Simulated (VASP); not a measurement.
Here is a VASP 6.6.1 calculation.

The input INCAR:

```
SYSTEM = Ir
PREC = Accurate ; ENCUT = 520
EDIFF = 1E-6 ; ISMEAR = -1
SIGMA = 0.1 ; LREAL = .False.
LASPH = .True. ; NELM = 60
ALGO = Normal ; ISIF = 2
LWAVE = .False. ; LCHARG = .True.
GGA = RE ; LELF = .True.
LVHAR = .True. ; NBANDS = 16
```

KPOINTS

```
regular mesh
0
Gamma
  15 15 8
  0 0 0
```

POSCAR

```
Ir
1.0
    2.7193491060      0.0000000000      0.0000000000
   -1.3596745530      2.3550254075      0.0000000000
    0.0000000000      0.0000000000      4.4098813715
Ir
2
Direct
    0.3333333333      0.6666666667      0.2500000000
    0.6666666667      0.3333333333      0.7500000000
```

Potentials or basis: VASP PAW PBE potentials, release 64 (Ir).

The run is started by

```bash
$ cat potpaw_PBE.64/Ir/POTCAR > POTCAR
$ mpirun -np 1 vasp_std > vasp.out
```

Q: Predict the pressure.

A: 15.4 GPa.

Q: Predict the band gap on the k mesh.

A: Zero (band 9 reaches 11.59 eV, above the bottom of band 10 at 8.30 eV).

Stress tensor (GPa, compression positive):
```
15.31  0.00  0.00
 0.00 15.31  0.00
 0.00  0.00 15.48
```

Caveat: the PAW data sets were made with another functional, which shifts forces and pressure a little; spin-orbit coupling is left out, which moves the levels of the heavy elements.
